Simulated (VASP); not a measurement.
# Rh (P6_3/mmc) in VASP: a series of runs

Runs on Rh. Level: PBEsol. Tasks: single point.

Everything below comes from runs of VASP 6.6.1. Logs are shortened: lines on timing, memory, paths and dates and some standing lists are left out, and cuts for length are marked.

**1. The cell of the first run**

It takes space group P6_3/mmc (No. 194, hexagonal). Conventional cell: a = 2.796 Å, b = 2.796 Å, c = 4.324 Å, α = 90.00°, β = 90.00°, γ = 120.00°. Within 3.6 Å of Rh (site symmetry -6m2) lie 12 Rh at 2.70 to 2.80 Å.

This isn't the form of Rh at room conditions, which is fcc.

**2. Single point, PBEsol (14.64 Å³/atom)**

INCAR

```
SYSTEM = Rh
PREC = Accurate
ENCUT = 520
EDIFF = 1E-6
ISMEAR = 0
SIGMA = 0.15
LREAL = .FALSE.
LASPH = .TRUE.
NELM = 80
ALGO = Fast
ISIF = 2
LWAVE = .FALSE.
LCHARG = .FALSE.
GGA = PS
NBANDS = 22
```

KPOINTS

```
regular mesh
0
G
  21 21 12
  0 0 0
```

POSCAR

```
Rh
1.0
    2.7959217148      0.0000000000      0.0000000000
   -1.3979608574      2.4213392320      0.0000000000
    0.0000000000      0.0000000000      4.3244521162
Rh
2
Direct
    0.6666666667      0.3333333333      0.7500000000
    0.3333333333      0.6666666667      0.2500000000
```

Potentials or basis: VASP PAW PBE potentials, release 64 (Rh_pv).

On the command line:

```sh
> cat potpaw_PBE.64/Rh_pv/POTCAR > POTCAR
> mpirun -np 1 vasp_std > vasp.out
```

OUTCAR:

```text
SYSTEM = Rh
   PREC = Accurate
   ENCUT = 520
   EDIFF = 1E-6
   ISMEAR = 0
   LREAL = .FALSE.
   LASPH = .TRUE.
   NELM = 80
   ISIF = 2
   GGA = PS

 ion  position               nearest neighbor table
   1  0.667  0.333  0.750-   2 2.70   2 2.70   2 2.70   2 2.70   2 2.70   2 2.70
   2  0.333  0.667  0.250-   1 2.70   1 2.70   1 2.70   1 2.70   1 2.70   1 2.70

  LATTYP: Found a hexagonal cell.
 ALAT       =     2.7959217148
 C/A-ratio  =     1.5467000000

  Lattice vectors:

 A1 = (   2.7959217148,   0.0000000000,   0.0000000000)
 A2 = (  -1.3979608574,   2.4213392320,   0.0000000000)
 A3 = (   0.0000000000,   0.0000000000,   4.3244521162)

Analysis of symmetry for initial positions (statically):
=====================================================================
 Subroutine PRICEL returns:
 Original cell was already a primitive cell.

 Routine SETGRP: Setting up the symmetry group for a
 hexagonal supercell.

 Subroutine GETGRP returns: Found 24 space group operations
 (whereof 12 operations were pure point group operations)
 out of a pool of 24 trial point group operations.

The static configuration has the point symmetry D_3d.
 The point group associated with its full space group is D_6h.

Analysis of symmetry for dynamics (positions and initial velocities):
=====================================================================
 Subroutine PRICEL returns:
 Original cell was already a primitive cell.

 Routine SETGRP: Setting up the symmetry group for a
 hexagonal supercell.

 Subroutine GETGRP returns: Found 24 space group operations
 (whereof 12 operations were pure point group operations)
 out of a pool of 24 trial point group operations.

The dynamic configuration has the point symmetry D_3d.
 The point group associated with its full space group is D_6h.

 Subroutine INISYM returns: Found 24 space group operations
 (whereof 12 operations are pure point group operations),
 and found     1 'primitive' translations

----------------------------------------------------------------------------------------

                                     Primitive cell

  volume of cell :      29.2760

  direct lattice vectors                    reciprocal lattice vectors
     2.795921715  0.000000000  0.000000000     0.357663805  0.206497294  0.000000000
    -1.397960857  2.421339232  0.000000000     0.000000000  0.412994589  0.000000000
     0.000000000  0.000000000  4.324452116     0.000000000  0.000000000  0.231243166

  length of vectors
     2.795921715  2.795921715  4.324452116     0.412994589  0.412994589  0.231243166

  position of ions in fractional coordinates (direct lattice)
     0.666666667  0.333333333  0.750000000
     0.333333333  0.666666667  0.250000000

  ion indices of the primitive-cell ions
   primitive index   ion index
                 1           1
                 2           2

----------------------------------------------------------------------------------------

 KPOINTS: regular mesh

Automatic generation of k-mesh.
 Grid dimensions read from file:
 generate k-points for:   21   21   12

 Generating k-lattice:

  Cartesian coordinates                     Fractional coordinates (reciprocal lattice)
     0.017031610  0.009833204  0.000000000     0.047619048 -0.000000000  0.000000000
     0.000000000  0.019666409  0.000000000     0.000000000  0.047619048  0.000000000
     0.000000000  0.000000000  0.019270264     0.000000000  0.000000000  0.083333333

  Length of vectors
     0.019666409  0.019666409  0.019270264

  Shift w.r.t. Gamma in fractional coordinates (k-lattice)
     0.000000000  0.000000000  0.000000000

 Subroutine IBZKPT returns following result:
 ===========================================

 Found    336 irreducible k-points:

 Following reciprocal coordinates:
            Coordinates               Weight
  0.000000  0.000000  0.000000      1.000000
  0.047619 -0.000000  0.000000      6.000000
  0.095238 -0.000000  0.000000      6.000000
  0.142857  0.000000  0.000000      6.000000
  0.190476 -0.000000  0.000000      6.000000
  0.238095  0.000000  0.000000      6.000000
[... 16 lines left out ...]
  0.142857  0.095238  0.000000     12.000000
  0.190476  0.095238  0.000000     12.000000
 [... further k-points ...]
   k-points           NKPTS =    336   k-points in BZ     NKDIM =    336   number of bands    NBANDS=     22
   number of dos      NEDOS =    301   number of ions     NIONS =      2
   total plane-waves  NPLWV =  18432
   dimension x,y,z NGX =    24 NGY =   24 NGZ =   32
   dimension x,y,z NGXF=    48 NGYF=   48 NGZF=   64
   ions per type =               2
   NGX,Y,Z   is equivalent  to a cutoff of  14.27, 14.27, 12.30 a.u.
   NGXF,Y,Z  is equivalent  to a cutoff of  28.54, 28.54, 24.60 a.u.
 SYSTEM =  Rh
   PREC   = accura    normal or accurate (medium, high low for compatibility)
   ISTART =      0    job   : 0-new  1-cont  2-samecut
   ICHARG =      2    charge: 1-file 2-atom 10-const
   ISPIN  =      1    spin polarized calculation?
   LNONCOLLINEAR =      F non collinear calculations
   LSORBIT =      F    spin-orbit coupling
   LASPH  =      T    aspherical Exc in radial PAW
   ENCUT  =  520.0 eV  38.22 Ry    6.18 a.u.   5.20  5.20  8.04*2*pi/ulx,y,z
   NELM   =     80;   NELMIN=  2; NELMDL= -5     # of ELM steps
   EDIFF  = 0.1E-05   stopping-criterion for ELM
   LREAL  =      F    real-space projection
[... 7 lines left out ...]
   TEBEG  =    0.0;   TEEND  =   0.0 temperature during run
   PSTRESS=    0.0 pullay stress
   NELECT =      30.0000    total number of electrons
   NUPDOWN=      -1.0000    fix difference up-down
   EMIN   =  10.00;   EMAX   =-10.00  energy-range for DOS
   EFERMI =   0.00;   METHOD = LEGACY
   ISMEAR =     0;   SIGMA  =   0.15  broadening in eV -4-tet -1-fermi 0-gaus
   EFERMI_NEDOS =   21; number of points for ismear=-14 and -15
   IALGO  =     68    algorithm
   IMIX   =      4    mixing-type and parameters
     AMIX     =   0.40;   BMIX     =  1.00
     AMIX_MAG =   1.60;   BMIX_MAG =  1.00
  volume/ion in A,a.u.               =      14.64        98.78
  Fermi-wavevector in a.u.,A,eV,Ry     =   1.650484  3.118963 37.063599  2.724098
  Thomas-Fermi vector in A             =   2.739426
   LORBIT       =      0    0 simple, 1 ext, 2 COOP (PROOUT), +10 PAW based schemes
   GGA     = PS    functional components
   LHFCALC =     F    Hartree Fock is set to
   AEXX    =    0.0000 exact exchange contribution
   IVDW    =     0    specifies the selected vdW correction
   LEPSILON=     F    determine dielectric tensor
   LRPA    =     F    only Hartree local field effects (RPA)
 non-spin polarized calculation
 RMM-DIIS sequential band-by-band and
 Gauss-broadening in eV      SIGMA  =   0.15
  energy-cutoff  :      520.00
  volume of cell :       29.28
 maximum number of plane-waves:       802
 NGX is ok and might be reduce to    24
   NGX = 11   NGY = 11   NGZ = 17

 number of electron      30.0000007 magnetization

 Free energy of the ion-electron system (eV)
  ---------------------------------------------------
  ext. energy  EPLUGINS =         0.00000000
  ---------------------------------------------------
  free energy    TOTEN  =       -16.06030071 eV

  energy without entropy =      -16.01736111  energy(sigma->0) =      -16.03883091

 E-fermi :  10.7475     XC(G=0): -13.8136

 val. band max:       10.7464266943   @ k =   0.0476  -0.0000   0.3333
 cond. band min:      10.7498968315   @ k =   0.3810   0.0952   0.0833
 fundamental gap:      0.0034701373
 Fermi energy:        10.7474762971

 k-point     1 :       0.0000    0.0000    0.0000
  band No.  band energies     occupation
      1     -36.2549      2.00000
      2     -35.6721      2.00000
      3     -35.6721      2.00000
      4     -35.5812      2.00000
      5     -35.5602      2.00000
      6     -35.5602      2.00000
[... 14 lines left out ...]
     21      29.3226      0.00000
     22      29.3424      0.00000

 k-point     2 :       0.0476   -0.0000    0.0000
  band No.  band energies     occupation
      1     -36.2505      2.00000
      2     -35.6803      2.00000
      3     -35.6751      2.00000
      4     -35.5835      2.00000
      5     -35.5689      2.00000
      6     -35.5612      2.00000
[... 14 lines left out ...]
     21      29.3320      0.00000
     22      29.4099      0.00000

 k-point     3 :       0.0952   -0.0000    0.0000
  band No.  band energies     occupation
      1     -36.2375      2.00000
      2     -35.7043      2.00000
      3     -35.6837      2.00000
      4     -35.5943      2.00000
      5     -35.5905      2.00000
      6     -35.5645      2.00000
[... 14 lines left out ...]
     21      29.0904      0.00000
     22      29.5923      0.00000

 k-point     4 :       0.1429    0.0000    0.0000
  band No.  band energies     occupation
      1     -36.2166      2.00000
      2     -35.7419      2.00000
      3     -35.6970      2.00000
      4     -35.6337      2.00000
      5     -35.6021      2.00000
      6     -35.5699      2.00000
[... 14 lines left out ...]
     21      28.6041      0.00000
     22      29.1415      0.00000

 k-point     5 :       0.1905   -0.0000    0.0000
  band No.  band energies     occupation
      1     -36.1885      2.00000
      2     -35.7900      2.00000
      3     -35.7135      2.00000
      4     -35.6832      2.00000
      5     -35.6183      2.00000
      6     -35.5770      2.00000
[... 417 lines left out ...]
 k-point    22 :       0.0952    0.0952    0.0000
  band No.  band energies     occupation
      1     -36.2043      2.00000
      2     -35.7558      2.00000
      3     -35.7189      2.00000
      4     -35.6435      2.00000
      5     -35.6091      2.00000
      6     -35.5782      2.00000
[... 14 lines left out ...]
     21      27.1834      0.00000
     22      29.8455      0.00000

 k-point    23 :       0.1429    0.0952    0.0000
  band No.  band energies     occupation
      1     -36.1769      2.00000
      2     -35.7962      2.00000
      3     -35.7521      2.00000
      4     -35.6746      2.00000
      5     -35.6252      2.00000
      6     -35.5891      2.00000
[... 14 lines left out ...]
     21      26.0863      0.00000
     22      28.8981      0.00000

 k-point    24 :       0.1905    0.0952    0.0000
  band No.  band energies     occupation
      1     -36.1436      2.00000
      2     -35.8448      2.00000
      3     -35.7890      2.00000
      4     -35.7071      2.00000
      5     -35.6456      2.00000
      6     -35.6007      2.00000
[... 14 lines left out ...]
     21      25.2201      0.00000
     22      28.0253      0.00000

 [... further k-points ...]
[... 5 lines left out ...]
  --------------------------------------------------------------------------------------
  -------------------------------------------------------------------------------------
  Total       -3.7282343     -3.7282343     -2.2761327      0.0000000     -0.0000000     -0.0000000
  in kB     -204.0337632   -204.0337632   -124.5651118      0.0000000     -0.0000000     -0.0000000
  external PRESSURE =    -177.5442127 kB  Pullay stress =       0.0000000 kB

 VOLUME and BASIS-vectors are now :
 -----------------------------------------------------------------------------
  energy-cutoff  :      520.00
  volume of cell :       29.28
      direct lattice vectors                 reciprocal lattice vectors
     2.795921715  0.000000000  0.000000000     0.357663805  0.206497294  0.000000000
    -1.397960857  2.421339232  0.000000000     0.000000000  0.412994589  0.000000000
     0.000000000  0.000000000  4.324452116     0.000000000  0.000000000  0.231243166

 POSITION                                       TOTAL-FORCE (eV/Angst)
 -----------------------------------------------------------------------------------
      1.39796      0.80711      3.24334         0.000000      0.000000      0.000000
     -0.00000      1.61423      1.08111        -0.000000     -0.000000      0.000000
 -----------------------------------------------------------------------------------
    total drift:                                0.000000     -0.000000      0.000000

  FREE ENERGIE OF THE ION-ELECTRON SYSTEM (eV)
  ---------------------------------------------------
  free  energy   TOTEN  =       -16.0603007062 eV

  energy  without entropy=      -16.0173611123  energy(sigma->0) =      -16.03883091
```

It took 62 s on 1 thread of Intel Xeon 6975P-C (Granite Rapids), shared host; peak memory 0.28 GiB.

What came out:

| Property | Result |
| --- | --- |
| Free energy | -16.0603 eV |
| Pressure | -17.8 GPa |
| Band gap on the k mesh | zero (bands 15 and 16 overlap by 2.08 eV) |

Levels at points of the mesh, in eV from the Fermi level:
```tsv
k point	band 12	band 13	band 14	band 15	band 16	band 17	band 18	band 19
(0.00, 0.00, 0.00)	-2.24	-2.24	-2.04	-2.04	0.10	0.10	1.15	8.59
(0.00, 0.00, 0.50)	-2.99	-2.82	-2.82	-0.40	-0.40	-0.40	-0.40	14.85
```

Caveat: the stress differs along the axes, from -20 to -12 GPa; the PAW data sets were made with another functional, which shifts forces and pressure a little.

[end of part 1 of 2]
